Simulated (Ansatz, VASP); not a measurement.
## Sc: VASP beside Ansatz

```
Sc
1.0
     0.00000    2.27050    2.27050
     2.44079    0.00000    2.27050
     2.44079    2.27050    0.00000
Sc
1
Direct
  0.00000 0.00000 0.00000
```

Change from the starting cell: strain +0.0750 x Voigt [1, 0, 0, 0, 0, 0], atoms carried along.

Alike in both runs: task single point; functional r2SCAN; k mesh 18 × 18 × 18; occupations gaussian, width 0.15 eV; no spin polarisation.

```csv
,VASP,Ansatz
version,VASP 6.6.1,Ansatz 0.2.0
potentials or method,"VASP PAW PBE potentials, release 64 (Sc_sv), cutoff 520 eV","scalar-relativistic, plane waves, PAW"
valence electrons in the cell,11,11
```

|  | VASP | Ansatz | Ansatz less VASP |
| --- | --- | --- | --- |
| gap on the k mesh at the Fermi level (eV) | none | none | - |
| pressure (GPa) | 0.0 | -0.2 | -0.18 |
| traceless stress, the component that is largest in VASP (GPa) | -0.86 | -0.86 | -0.001 |

VASP's potentials were made for PBE, not for r2SCAN. A gap of «none» marks a metal or a gap that the smearing closes.
